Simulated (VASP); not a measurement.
Crystal: GaN.

```
CELL_PARAMETERS angstrom
3.18000 0.00000 0.00000
-1.59000 2.75396 0.00000
0.00000 0.00000 5.16600
ATOMIC_POSITIONS crystal
Ga 0.66667 0.33333 0.50000
Ga 0.33333 0.66667 0.00000
N 0.66667 0.33333 0.87500
N 0.33333 0.66667 0.37500
```

Base run:

```yaml
Program: VASP 6.6.1
Functional: PBEsol
Dispersion: D3(BJ)
Potentials_or_basis: VASP PAW PBE potentials, release 64 (Ga_d, N)
Cutoff: 520 eV
k_mesh: 10 × 10 × 5
Occupations: fermi-dirac, width 0.05 eV
Spin: no spin polarisation
```

Its results: band gap on the k mesh 1.93 eV, direct; pressure -2.3 GPa; largest force 0.131 eV/Å.

Q: After a change of settings the same cell gave: band gap on the k mesh 1.93 eV, direct; pressure 0.9 GPa; largest force 0.131 eV/Å. Which change was it?
A. functional from PBEsol to r2SCAN; dispersion from D3(BJ) to D4
B. functional from PBEsol to r2SCAN
C. dispersion from D3(BJ) to none
D. functional from PBEsol to revPBE

A: C.

Dispersion adds attraction, which lowers the pressure at fixed volume and, as a term added to the energy, leaves the levels alone.

Caveats: the PAW data sets were made with another functional, which shifts forces and pressure a little.
